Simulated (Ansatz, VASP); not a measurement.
**Two plane-wave programs on SnO**

INCAR

```
  ALGO = Normal
  EDIFF = 1E-6
  ENCUT = 520
  GGA = PE
  ISIF = 2
  ISMEAR = -1
  LASPH = True
  LCHARG = False
  LREAL = False
  LWAVE = False
  NBANDS = 17
  NELM = 60
  PREC = Accurate
  SIGMA = 0.02
```

The input KPOINTS:

```
k-points
0
Gamma
  8 8 8
```

The input POSCAR:

```
SnO
1.0
    0.0000000000      2.7082147309      2.7082147309
    2.7082147309      0.0000000000      2.7082147309
    2.7082147309      2.7082147309      0.0000000000
Sn O
1 1
Direct
    0.0000000000      0.0000000000      0.0000000000
    0.2500000000      0.2500000000      0.2500000000
```

Input for Ansatz:

```yaml
crystal:
  lattice:
    - [0.0, 2.7082147309, 2.7082147309]
    - [2.7082147309, 0.0, 2.7082147309]
    - [2.7082147309, 2.7082147309, 0.0]
  atoms:
    - { symbol: Sn, position: [0.0, 0.0, 0.0] }
    - { symbol: O, position: [0.25, 0.25, 0.25] }
kpoints:
  mp_grid: { grid: [8, 8, 8] }
  band_path:
    path:
      - [0.0, 0.0, 0.0]
      - [-0.5, -0.5, 0.0]
      - [-0.375, -0.375, 0.25]
      - [-0.375, 0.0, 0.375]
      - [0.0, 0.0, 0.5]
      - [-0.5, -0.25, 0.25]
      - [-0.5, -0.4, 0.1]
      - [0.25, -0.5, -0.25]
      - [0.0, 0.5, 0.5]
    npoints: 1
hamiltonian:
  xc: pbe
scf:
  occupations: { method: fermi_dirac, width: 0.02 }
  n_extra_bands: 4
output:
  forces: true
  stress: true
  eigenvalues: true
```

Alike in both runs: task single point; functional PBE; k mesh 8 × 8 × 8; occupations fermi-dirac, width 0.02 eV; no spin polarisation.

```csv
,VASP,Ansatz
version,VASP 6.6.1,Ansatz 0.2.0
potentials or method,"VASP PAW PBE potentials, release 64 (Sn_d, O)","plane waves, PAW"
plane-wave cutoff (eV),520,420
valence electrons in the cell,20,20
```

Ansatz gave:

| Quantity | Value |
| --- | --- |
| pressure (GPa) | 2.4 |

Question: Estimate VASP's values.

Answer: Pressure (GPa): 2.5.

The functional is the same, so the differences come from potentials, cutoffs and numerics.
